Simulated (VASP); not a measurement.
Here is a VASP 6.6.1 calculation.

File INCAR:

```
SYSTEM = As
PREC = Accurate
ENCUT = 520
EDIFF = 1E-6
ISMEAR = 0
SIGMA = 0.1
LREAL = .FALSE.
LASPH = .TRUE.
NELM = 60
ALGO = Normal
ISIF = 2
LWAVE = .FALSE.
LCHARG = .TRUE.
GGA = PE
LELF = .TRUE.
LVHAR = .TRUE.
NBANDS = 12
```

The input KPOINTS:

```
Automatic mesh
0
G
  6 6 6
  0 0 0
```

Contents of POSCAR:

```
As
1.0
    0.0000000000      2.8264095920      2.8264095920
    2.8264095920      0.0000000000      2.8264095920
    2.8264095920      2.8264095920      0.0000000000
As
2
Direct
    0.5000000000      0.5000000000      0.5000000000
    0.7500000000      0.7500000000      0.7500000000
```

Potentials or basis: VASP PAW PBE potentials, release 64 (As).

Command:

```console
$ cat potpaw_PBE.64/As/POTCAR > POTCAR
$ mpirun -np 1 vasp_std > vasp.out
```

(1) Estimate the pressure.

(2) Predict the band gap on the k mesh.

## Answers

(1) 18.9 GPa.

(2) zero (band 5 reaches 5.69 eV, above the bottom of band 6 at 4.08 eV).
